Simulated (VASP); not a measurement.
# PbS (Imm2) in VASP: further runs

PbS is run at these levels: PBE; tasks: single point.

Everything below comes from runs of VASP 6.6.1. Logs are shortened: lines on timing, memory, paths and dates and some standing lists are left out, and cuts for length are marked.

## Step 1: The cell of the first run

It takes space group Imm2 (No. 44, orthorhombic). Conventional cell: a = 4.193 Å, b = 5.930 Å, c = 4.193 Å, α = 90.00°, β = 90.00°, γ = 90.00°. Pb (site symmetry mm2) has 6 S at 2.90 to 3.04 Å within 3.8 Å. S (site symmetry mm2) has 6 Pb at 2.90 to 3.04 Å within 3.8 Å.

## Step 2: Single point, PBE (all Pb atoms moved -0.100 Å, as atom 1 along Cartesian [1 1 0])

Input file INCAR:

```
SYSTEM = PbS
  PREC = Accurate
  ENCUT = 520
  EDIFF = 1E-6
  ISMEAR = 0
  SIGMA = 0.03
  LREAL = .FALSE.
  LASPH = .TRUE.
  NELM = 60
  ALGO = Normal
  ISIF = 2
  LWAVE = .FALSE.
  LCHARG = .FALSE.
  GGA = PE
  NBANDS = 17
```

Input file KPOINTS:

```
Automatic mesh
0
G
  10 10 10
  0 0 0
```

Input file POSCAR:

```
PbS
1.0
    0.0000000000      2.9650000000      2.9650000000
    2.9650000000      0.0000000000      2.9650000000
    2.9650000000      2.9650000000      0.0000000000
Pb S
1 1
Direct
    0.0000000000      0.0000000000     -0.0238484581
    0.5000000000      0.5000000000      0.5000000000
```

Potentials or basis: VASP PAW PBE potentials, release 64 (Pb_d, S).

Launch:

```bash
> cat potpaw_PBE.64/Pb_d/POTCAR potpaw_PBE.64/S/POTCAR > POTCAR
> mpirun -np 1 vasp_std > vasp.out
```

OUTCAR:

```text
SYSTEM = PbS
   PREC = Accurate
   ENCUT = 520
   EDIFF = 1E-6
   ISMEAR = 0
   LREAL = .FALSE.
   LASPH = .TRUE.
   NELM = 60
   ISIF = 2
   GGA = PE

 ion  position               nearest neighbor table
   1  0.000  0.000  0.976-   2 2.90   2 2.90   2 2.97   2 2.97   2 3.04   2 3.04
   2  0.500  0.500  0.500-   1 2.90   1 2.90   1 2.97   1 2.97   1 3.04   1 3.04

  LATTYP: Found a face centered cubic cell.
 ALAT       =     5.9300000000

  Lattice vectors:

 A1 = (   0.0000000000,   2.9650000000,   2.9650000000)
 A2 = (   2.9650000000,   0.0000000000,   2.9650000000)
 A3 = (   2.9650000000,   2.9650000000,   0.0000000000)

Analysis of symmetry for initial positions (statically):
=====================================================================
 Subroutine PRICEL returns:
 Original cell was already a primitive cell.

 Routine SETGRP: Setting up the symmetry group for a
 face centered cubic supercell.

 Subroutine GETGRP returns: Found  4 space group operations
 (whereof  4 operations were pure point group operations)
 out of a pool of 48 trial point group operations.

The static configuration has the point symmetry C_2v.

Analysis of symmetry for dynamics (positions and initial velocities):
=====================================================================
 Subroutine PRICEL returns:
 Original cell was already a primitive cell.

 Routine SETGRP: Setting up the symmetry group for a
 face centered cubic supercell.

 Subroutine GETGRP returns: Found  4 space group operations
 (whereof  4 operations were pure point group operations)
 out of a pool of 48 trial point group operations.

The dynamic configuration has the point symmetry C_2v.

 Subroutine INISYM returns: Found  4 space group operations
 (whereof  4 operations are pure point group operations),
 and found     1 'primitive' translations

----------------------------------------------------------------------------------------

                                     Primitive cell

  volume of cell :      52.1320

  direct lattice vectors                    reciprocal lattice vectors
     0.000000000  2.965000000  2.965000000    -0.168634064  0.168634064  0.168634064
     2.965000000  0.000000000  2.965000000     0.168634064 -0.168634064  0.168634064
     2.965000000  2.965000000  0.000000000     0.168634064  0.168634064 -0.168634064

  length of vectors
     4.193143212  4.193143212  4.193143212     0.292082767  0.292082767  0.292082767

  position of ions in fractional coordinates (direct lattice)
     0.000000000  0.000000000  0.976151542
     0.500000000  0.500000000  0.500000000

  ion indices of the primitive-cell ions
   primitive index   ion index
                 1           1
                 2           2

----------------------------------------------------------------------------------------

 KPOINTS: Automatic mesh

Automatic generation of k-mesh.
 Grid dimensions read from file:
 generate k-points for:   10   10   10

 Generating k-lattice:

  Cartesian coordinates                     Fractional coordinates (reciprocal lattice)
    -0.016863406  0.016863406  0.016863406     0.100000000  0.000000000  0.000000000
     0.016863406 -0.016863406  0.016863406     0.000000000  0.100000000  0.000000000
     0.016863406  0.016863406 -0.016863406     0.000000000  0.000000000  0.100000000

  Length of vectors
     0.029208277  0.029208277  0.029208277

  Shift w.r.t. Gamma in fractional coordinates (k-lattice)
     0.000000000  0.000000000  0.000000000

 Subroutine IBZKPT returns following result:
 ===========================================

 Found    171 irreducible k-points:

 Following reciprocal coordinates:
            Coordinates               Weight
  0.000000  0.000000  0.000000      1.000000
  0.100000  0.000000  0.000000      4.000000
  0.000000  0.000000  0.100000      4.000000
  0.200000  0.000000  0.000000      4.000000
  0.000000  0.000000  0.200000      4.000000
  0.300000  0.000000  0.000000      4.000000
[... 16 lines left out ...]
  0.000000  0.400000  0.100000      8.000000
  0.100000  0.000000  0.400000      8.000000
 [... further k-points ...]
   k-points           NKPTS =    171   k-points in BZ     NKDIM =    171   number of bands    NBANDS=     17
   number of dos      NEDOS =    301   number of ions     NIONS =      2
   total plane-waves  NPLWV =  32768
   dimension x,y,z NGX =    32 NGY =   32 NGZ =   32
   dimension x,y,z NGXF=    64 NGYF=   64 NGZF=   64
   ions per type =               1   1
   NGX,Y,Z   is equivalent  to a cutoff of  12.69, 12.69, 12.69 a.u.
   NGXF,Y,Z  is equivalent  to a cutoff of  25.37, 25.37, 25.37 a.u.
 SYSTEM =  PbS
   PREC   = accura    normal or accurate (medium, high low for compatibility)
   ISTART =      0    job   : 0-new  1-cont  2-samecut
   ICHARG =      2    charge: 1-file 2-atom 10-const
   ISPIN  =      1    spin polarized calculation?
   LNONCOLLINEAR =      F non collinear calculations
   LSORBIT =      F    spin-orbit coupling
   LASPH  =      T    aspherical Exc in radial PAW
   ENCUT  =  520.0 eV  38.22 Ry    6.18 a.u.   7.80  7.80  7.80*2*pi/ulx,y,z
   NELM   =     60;   NELMIN=  2; NELMDL= -5     # of ELM steps
   EDIFF  = 0.1E-05   stopping-criterion for ELM
   LREAL  =      F    real-space projection
   EDIFFG = 0.1E-04   stopping-criterion for IOM
   NSW    =      0    number of steps for IOM
   IBRION =     -1    ionic relax: 0-MD 1-quasi-New 2-CG
   NFREE  =      0    steps in history (QN), initial steepest desc. (CG)
   ISIF   =      2    stress and relaxation
   ISYM   =      2    0-nonsym 1-usesym 2-fastsym
   POTIM  = 0.5000    time-step for ionic-motion
   TEBEG  =    0.0;   TEEND  =   0.0 temperature during run
   PSTRESS=    0.0 pullay stress
   NELECT =      20.0000    total number of electrons
   NUPDOWN=      -1.0000    fix difference up-down
   EMIN   =  10.00;   EMAX   =-10.00  energy-range for DOS
   EFERMI =   0.00;   METHOD = LEGACY
   ISMEAR =     0;   SIGMA  =   0.03  broadening in eV -4-tet -1-fermi 0-gaus
   EFERMI_NEDOS =   21; number of points for ismear=-14 and -15
   IALGO  =     38    algorithm
   IMIX   =      4    mixing-type and parameters
     AMIX     =   0.40;   BMIX     =  1.00
     AMIX_MAG =   1.60;   BMIX_MAG =  1.00
  volume/ion in A,a.u.               =      26.07       175.90
  Fermi-wavevector in a.u.,A,eV,Ry     =   1.189552  2.247928 19.252709  1.415034
  Thomas-Fermi vector in A             =   2.325657
   LORBIT       =      0    0 simple, 1 ext, 2 COOP (PROOUT), +10 PAW based schemes
   GGA     = PE    functional components
   LHFCALC =     F    Hartree Fock is set to
   AEXX    =    0.0000 exact exchange contribution
   IVDW    =     0    specifies the selected vdW correction
   LEPSILON=     F    determine dielectric tensor
   LRPA    =     F    only Hartree local field effects (RPA)
 non-spin polarized calculation
 Gauss-broadening in eV      SIGMA  =   0.03
  energy-cutoff  :      520.00
  volume of cell :       52.13
 maximum number of plane-waves:      1422
   NGX = 15   NGY = 15   NGZ = 15

 number of electron      20.0000000 magnetization

 Free energy of the ion-electron system (eV)
  ---------------------------------------------------
  ext. energy  EPLUGINS =         0.00000000
  ---------------------------------------------------
  free energy    TOTEN  =        -8.75189143 eV

  energy without entropy =       -8.75189143  energy(sigma->0) =       -8.75189143

 E-fermi :   5.9530     XC(G=0):  -9.6836

 val. band max:        5.8321809803   @ k =   0.5000   0.0000   0.0000
 cond. band min:       6.2132112292   @ k =   0.5000   0.0000   0.0000
 fundamental gap:      0.3810302489
 Fermi energy:         5.9530391852

 k-point     1 :       0.0000    0.0000    0.0000
  band No.  band energies     occupation
      1     -10.9888      2.00000
      2     -10.9874      2.00000
      3     -10.9869      2.00000
      4     -10.9726      2.00000
      5     -10.9723      2.00000
      6      -7.7840      2.00000
[... 9 lines left out ...]
     16      12.6465      0.00000
     17      14.4912      0.00000

 k-point     2 :       0.1000    0.0000    0.0000
  band No.  band energies     occupation
      1     -10.9871      2.00000
      2     -10.9862      2.00000
      3     -10.9849      2.00000
      4     -10.9734      2.00000
      5     -10.9732      2.00000
      6      -7.6978      2.00000
[... 9 lines left out ...]
     16      12.8828      0.00000
     17      15.3195      0.00000

 k-point     3 :       0.0000    0.0000    0.1000
  band No.  band energies     occupation
      1     -10.9880      2.00000
      2     -10.9851      2.00000
      3     -10.9849      2.00000
      4     -10.9736      2.00000
      5     -10.9732      2.00000
      6      -7.6984      2.00000
[... 9 lines left out ...]
     16      12.8699      0.00000
     17      15.3246      0.00000

 k-point     4 :       0.2000    0.0000    0.0000
  band No.  band energies     occupation
      1     -10.9891      2.00000
      2     -10.9877      2.00000
      3     -10.9852      2.00000
      4     -10.9679      2.00000
      5     -10.9666      2.00000
      6      -7.4505      2.00000
[... 9 lines left out ...]
     16      13.4005      0.00000
     17      16.8850      0.00000
[... 343 lines left out ...]
      1     -11.0133      2.00000
      2     -10.9952      2.00000
      3     -10.9828      2.00000
      4     -10.9533      2.00000
      5     -10.9421      2.00000
      6      -6.7607      2.00000
[... 9 lines left out ...]
     16      15.6640      0.00000
     17      17.3888      0.00000

 k-point    23 :       0.0000    0.4000    0.1000
  band No.  band energies     occupation
      1     -11.0139      2.00000
      2     -10.9944      2.00000
      3     -10.9835      2.00000
      4     -10.9541      2.00000
      5     -10.9408      2.00000
      6      -6.7589      2.00000
[... 9 lines left out ...]
     16      15.6545      0.00000
     17      17.3736      0.00000

 k-point    24 :       0.1000    0.0000    0.4000
  band No.  band energies     occupation
      1     -11.0127      2.00000
      2     -10.9941      2.00000
      3     -10.9845      2.00000
      4     -10.9535      2.00000
      5     -10.9414      2.00000
      6      -6.7682      2.00000
[... 9 lines left out ...]
     16      15.6752      0.00000
     17      17.4080      0.00000

 [... further k-points ...]

------------------------ aborting loop because EDIFF is reached ----------------------------------------

  FORCE on cell =-STRESS in cart. coord.  units (eV):
  Direction    XX          YY          ZZ          XY          YZ          ZX
  --------------------------------------------------------------------------------------
  -------------------------------------------------------------------------------------
  Total        0.7891236      0.7891236      0.7210594      0.0158676      0.0000000      0.0000000
  in kB       24.2522219     24.2522219     22.1603959      0.4876618      0.0000000      0.0000000
  external PRESSURE =      23.5549466 kB  Pullay stress =       0.0000000 kB

 VOLUME and BASIS-vectors are now :
 -----------------------------------------------------------------------------
  energy-cutoff  :      520.00
  volume of cell :       52.13
      direct lattice vectors                 reciprocal lattice vectors
     0.000000000  2.965000000  2.965000000    -0.168634064  0.168634064  0.168634064
     2.965000000  0.000000000  2.965000000     0.168634064 -0.168634064  0.168634064
     2.965000000  2.965000000  0.000000000     0.168634064  0.168634064 -0.168634064

 POSITION                                       TOTAL-FORCE (eV/Angst)
 -----------------------------------------------------------------------------------
      2.89429      2.89429      0.00000         0.048408      0.048408     -0.000000
      2.96500      2.96500      2.96500        -0.048408     -0.048408      0.000000
 -----------------------------------------------------------------------------------
    total drift:                                0.000096      0.000096      0.000000

  FREE ENERGIE OF THE ION-ELECTRON SYSTEM (eV)
  ---------------------------------------------------
  free  energy   TOTEN  =        -8.7518914268 eV

  energy  without entropy=       -8.7518914268  energy(sigma->0) =       -8.75189143
```

Wall time 2.2 min (1 thread of Intel Xeon 8259CL, shared host); peak memory 0.28 GiB.

What came out:

| Item | Value |
| --- | --- |
| Free energy | -8.7519 eV |
| Pressure | 2.4 GPa |
| Largest force | 0.068 eV/Å |
| Band gap on the k mesh | 0.38 eV |

Forces on the atoms (eV/Å):
```
Pb   0.048  0.048  0.000
S   -0.048 -0.048  0.000
```

Caveat: the cell differs from its parent crystal (all Pb atoms moved -0.100 Å, as atom 1 along Cartesian [1 1 0]); spin-orbit coupling is left out, which moves the levels of the heavy elements. A k mesh can miss the band edges.

## Step 3: Single point, PBE (all Pb atoms moved +0.075 Å, as atom 1 along Cartesian [1 1 0])

Input file INCAR:

```
SYSTEM = PbS
PREC = Accurate ; ENCUT = 520
EDIFF = 1E-6 ; ISMEAR = 0
SIGMA = 0.03 ; LREAL = .FALSE.
LASPH = .TRUE. ; NELM = 80
ALGO = Normal ; ISIF = 2
LWAVE = .FALSE. ; LCHARG = .TRUE.
GGA = PE ; LELF = .TRUE.
LVHAR = .TRUE. ; NBANDS = 17
```

KPOINTS is that of step 2.

POSCAR, as its differences from that of step 2:

```diff
@@ -8,3 +8,3 @@
 Direct
-    0.0000000000      0.0000000000     -0.0238484581
+    0.0000000000      0.0000000000      0.0178863435
     0.5000000000      0.5000000000      0.5000000000
```

Potentials or basis: VASP PAW PBE potentials, release 64 (Pb_d, S).

Launch:

```bash
> cat potpaw_PBE.64/Pb_d/POTCAR potpaw_PBE.64/S/POTCAR > POTCAR
> mpirun -np 1 vasp_std > vasp.out
```

OUTCAR:

```text
SYSTEM = PbS
   PREC = Accurate
   ENCUT = 520
   EDIFF = 1E-6
   ISMEAR = 0
   LREAL = .FALSE.
   LASPH = .TRUE.
   NELM = 80
   ISIF = 2
   GGA = PE

 ion  position               nearest neighbor table
   1  0.000  0.000  0.018-   2 2.91   2 2.91   2 2.97   2 2.97   2 3.02   2 3.02
   2  0.500  0.500  0.500-   1 2.91   1 2.91   1 2.97   1 2.97   1 3.02   1 3.02

  LATTYP: Found a face centered cubic cell.
 ALAT       =     5.9300000000

  Lattice vectors:

 A1 = (   0.0000000000,   2.9650000000,   2.9650000000)
 A2 = (   2.9650000000,   0.0000000000,   2.9650000000)
 A3 = (   2.9650000000,   2.9650000000,   0.0000000000)

Analysis of symmetry for initial positions (statically):
=====================================================================
 Subroutine PRICEL returns:
 Original cell was already a primitive cell.

 Routine SETGRP: Setting up the symmetry group for a
 face centered cubic supercell.

 Subroutine GETGRP returns: Found  4 space group operations
 (whereof  4 operations were pure point group operations)
 out of a pool of 48 trial point group operations.

The static configuration has the point symmetry C_2v.

Analysis of symmetry for dynamics (positions and initial velocities):
=====================================================================
 Subroutine PRICEL returns:
 Original cell was already a primitive cell.

 Routine SETGRP: Setting up the symmetry group for a
 face centered cubic supercell.

 Subroutine GETGRP returns: Found  4 space group operations
 (whereof  4 operations were pure point group operations)
 out of a pool of 48 trial point group operations.

The dynamic configuration has the point symmetry C_2v.

 Subroutine INISYM returns: Found  4 space group operations
 (whereof  4 operations are pure point group operations),
 and found     1 'primitive' translations

----------------------------------------------------------------------------------------

                                     Primitive cell
[... 110 lines left out ...]
     AMIX     =   0.40;   BMIX     =  1.00
     AMIX_MAG =   1.60;   BMIX_MAG =  1.00
  volume/ion in A,a.u.               =      26.07       175.90
  Fermi-wavevector in a.u.,A,eV,Ry     =   1.189552  2.247928 19.252709  1.415034
  Thomas-Fermi vector in A             =   2.325657
   LORBIT       =      0    0 simple, 1 ext, 2 COOP (PROOUT), +10 PAW based schemes
   GGA     = PE    functional components
   LHFCALC =     F    Hartree Fock is set to
   AEXX    =    0.0000 exact exchange contribution
   IVDW    =     0    specifies the selected vdW correction
   LEPSILON=     F    determine dielectric tensor
   LRPA    =     F    only Hartree local field effects (RPA)
 non-spin polarized calculation
 Gauss-broadening in eV      SIGMA  =   0.03
  energy-cutoff  :      520.00
  volume of cell :       52.13
 maximum number of plane-waves:      1422
   NGX = 15   NGY = 15   NGZ = 15

 number of electron      19.9999998 magnetization

 Free energy of the ion-electron system (eV)
  ---------------------------------------------------
  ext. energy  EPLUGINS =         0.00000000
  ---------------------------------------------------
  free energy    TOTEN  =        -8.75332881 eV

  energy without entropy =       -8.75332881  energy(sigma->0) =       -8.75332881

 E-fermi :   5.9488     XC(G=0):  -9.6845

 val. band max:        5.8330700609   @ k =   0.5000   0.0000   0.0000
 cond. band min:       6.2055786469   @ k =   0.5000   0.0000   0.0000
 fundamental gap:      0.3725085860
 Fermi energy:         5.9488291687

 k-point     1 :       0.0000    0.0000    0.0000
  band No.  band energies     occupation
      1     -10.9906      2.00000
      2     -10.9899      2.00000
      3     -10.9896      2.00000
      4     -10.9743      2.00000
      5     -10.9742      2.00000
      6      -7.7785      2.00000
[... 457 lines left out ...]
      4     -10.9560      2.00000
      5     -10.9436      2.00000
      6      -6.7609      2.00000
[... 9 lines left out ...]
     16      15.6715      0.00000
     17      17.3967      0.00000

 [... further k-points ...]

------------------------ aborting loop because EDIFF is reached ----------------------------------------

  FORCE on cell =-STRESS in cart. coord.  units (eV):
  Direction    XX          YY          ZZ          XY          YZ          ZX
  --------------------------------------------------------------------------------------
  -------------------------------------------------------------------------------------
  Total        0.7565525      0.7565525      0.7183419      0.0091898      0.0000000      0.0000000
  in kB       23.2512101     23.2512101     22.0768803      0.2824310      0.0000000      0.0000000
  external PRESSURE =      22.8597669 kB  Pullay stress =       0.0000000 kB

 VOLUME and BASIS-vectors are now :
 -----------------------------------------------------------------------------
  energy-cutoff  :      520.00
  volume of cell :       52.13
      direct lattice vectors                 reciprocal lattice vectors
     0.000000000  2.965000000  2.965000000    -0.168634064  0.168634064  0.168634064
     2.965000000  0.000000000  2.965000000     0.168634064 -0.168634064  0.168634064
     2.965000000  2.965000000  0.000000000     0.168634064  0.168634064 -0.168634064

 POSITION                                       TOTAL-FORCE (eV/Angst)
 -----------------------------------------------------------------------------------
      0.05303      0.05303      0.00000        -0.033604     -0.033604      0.000000
      2.96500      2.96500      2.96500         0.033604      0.033604      0.000000
 -----------------------------------------------------------------------------------
    total drift:                               -0.000063     -0.000063      0.000000

  FREE ENERGIE OF THE ION-ELECTRON SYSTEM (eV)
  ---------------------------------------------------
  free  energy   TOTEN  =        -8.7533288128 eV

  energy  without entropy=       -8.7533288128  energy(sigma->0) =       -8.75332881
```

stdout:

```text
POSCAR found type information on POSCAR PbS
 POSCAR found :  2 types and       2 ions
 scaLAPACK will be used
 LDA part: xc-table for (Slater+PW92), standard interpolation
 POSCAR, INCAR and KPOINTS ok, starting setup
 FFT: planning ... GRIDC
 FFT: planning ... GRID_SOFT
 FFT: planning ... GRID
 WAVECAR not read
 entering main loop
```

It took 2.1 min on 1 thread of Intel Xeon 8259CL, shared host; peak memory 0.28 GiB.

What came out:

- Free energy: -8.7533 eV
- Pressure: 2.3 GPa
- Largest force: 0.048 eV/Å
- Band gap on the k mesh: 0.37 eV

Forces in eV/Å, atoms in the order of the input:
```
Pb  -0.034 -0.034  0.000
S    0.034  0.034  0.000
```

Caveat: the cell differs from its parent crystal (all Pb atoms moved +0.075 Å, as atom 1 along Cartesian [1 1 0]); spin-orbit coupling is left out, which moves the levels of the heavy elements.
